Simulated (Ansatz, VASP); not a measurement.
# SrTa2O2 in VASP and in Ansatz

The input INCAR:

```
  PREC = Accurate
  ENCUT = 520
  EDIFF = 1E-7
  ISMEAR = 0
  SIGMA = 0.1
  LREAL = False
  LASPH = True
  NELM = 60
  ALGO = Normal
  ISIF = 2
  LWAVE = False
  LCHARG = True
  GGA = PE
  LELF = True
  LVHAR = True
  NBANDS = 30
```

Contents of KPOINTS:

```
Automatic mesh
0
Gamma
  4 4 4
```

POSCAR

```
SrTa2O2
1.0
   -2.7365454400      2.7365454400      2.8722197900
    2.7365454400     -2.7365454400      2.8722197900
    2.7365454400      2.7365454400     -2.8722197900
Sr Ta O
1 2 2
Direct
    0.0000000000      0.0000000000      0.0000000000
    0.5000000000      0.0000000000      0.5000000000
    0.0000000000      0.5000000000      0.5000000000
    0.6455033900      0.6455033900      0.0000000000
    0.3544966100      0.3544966100      0.0000000000
```

Input for Ansatz:

```yaml
crystal:
  lattice:
    - [-2.73654544, 2.73654544, 2.87221979]
    - [2.73654544, -2.73654544, 2.87221979]
    - [2.73654544, 2.73654544, -2.87221979]
  atoms:
    - { symbol: Sr, position: [0.0, 0.0, 0.0] }
    - { symbol: Ta, position: [0.5, 0.0, 0.5] }
    - { symbol: Ta, position: [0.0, 0.5, 0.5] }
    - { symbol: O, position: [0.64550339, 0.64550339, 0.0] }
    - { symbol: O, position: [0.35449661, 0.35449661, 0.0] }
basis:
  ecutwfc: 420
kpoints:
  mp_grid: { grid: [4, 4, 4] }
hamiltonian:
  xc: pbe
scf:
  occupations: { method: gaussian, width: 0.1 }
  lower_state_search: "off"
output:
  forces: true
  stress: true
  eigenvalues: true
```

Alike in both runs: task single point; functional PBE; k mesh 4 × 4 × 4; occupations gaussian, width 0.1 eV; no spin polarisation.

|  | VASP | Ansatz |
| --- | --- | --- |
| version | VASP 6.6.1 | Ansatz 0.2.0 |
| potentials or method | VASP PAW PBE potentials, release 64 (Sr_sv, Ta_pv, O), cutoff 520 eV | scalar-relativistic, plane waves, PAW |
| valence electrons in the cell | 44 | 48 |

```tsv
	VASP	Ansatz	Ansatz less VASP
gap on the k mesh at the Fermi level (eV)	none	none	-
pressure (GPa)	9.2	8.3	-0.91
traceless stress, the component that is largest in VASP (GPa)	1.73	0.58	-1.157
rms of the force components (eV/Å)	1.172	1.100	-0.0724
```

Atom by atom the forces differ by 0.072 eV/Å (rms over components). A gap of «none» marks a metal or a gap that the smearing closes. With one functional, cell and mesh, what is left measures potentials, basis and numerics. VASP's potentials hold 44 valence electrons a cell and Ansatz's 48, so a difference there can come from the potentials and not from the codes.

The k mesh is coarse, so the values compare programs but aren't converged. Spin-orbit coupling is off throughout.
